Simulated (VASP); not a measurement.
**SnF5: single point with PBE**

SnF5:

```
Sn F
1.0
     4.74108    0.00000    0.00000
    -2.37054    4.10590    0.00000
     0.00000    0.00000    3.36946
Sn F
1 5
Direct
  0.00000 0.00000 0.50000
  0.00000 0.71591 0.00000
  0.71591 0.00000 0.00000
  0.28409 0.28409 0.00000
  0.66667 0.33333 0.50000
  0.33333 0.66667 0.50000
```

The cell was generated, and may not be a known phase.

| Property | Result |
| --- | --- |
| Program | VASP 6.6.1 |
| Task | single point |
| Functional | PBE |
| Potentials or basis | VASP PAW PBE potentials, release 64 (Sn_d, F) |
| Cutoff | 520 eV |
| k mesh | 12 × 12 × 12 |
| Occupations | gaussian, width 0.1 eV |
| Spin | no spin polarisation |
| Dipole correction | no |
| Further INCAR settings | ALGO = Fast; EDIFF = 1e-06; NBANDS = 34 |

```json
{
 "Pressure": "0.2 GPa",
 "Largest force": "0.069 eV/Å",
 "Band gap on the k mesh": "zero (an odd number of electrons rules out a gap without spin polarisation)"
}
```

Forces in eV/Å, atoms in the order of the input:
```
Sn   0.000  0.000  0.000
F    0.034 -0.059  0.000
F   -0.069  0.000  0.000
F    0.034  0.059  0.000
F    0.000  0.000  0.000
F    0.000  0.000  0.000
```

Stress tensor (GPa, compression positive):
```
-0.20  0.00  0.00
 0.00 -0.20  0.00
 0.00  0.00  0.93
```

Levels at points of the mesh, in eV from the Fermi level:
```tsv
k point	band 23	band 24	band 25	band 26	band 27	band 28
(0.00, 0.00, 0.00)	-0.47	-0.47	-0.34	0.60	7.63	7.63
(0.50, 0.00, 0.00)	-0.43	-0.25	-0.11	2.24	6.77	7.97
(0.00, 0.00, 0.50)	-0.18	-0.18	0.39	3.14	8.59	8.59
(0.50, 0.00, 0.50)	-0.41	-0.17	0.12	3.24	8.12	8.66
```

Run time: 11 min on 1 thread of Oxide Virtual Turin-like Processor (shared host), peak memory 0.31 GiB.

Caveat: spin-orbit coupling is left out, which moves the levels of the heavy elements; an odd number of electrons without spin polarisation forces a metal; a magnetic or distorted state may lie lower.
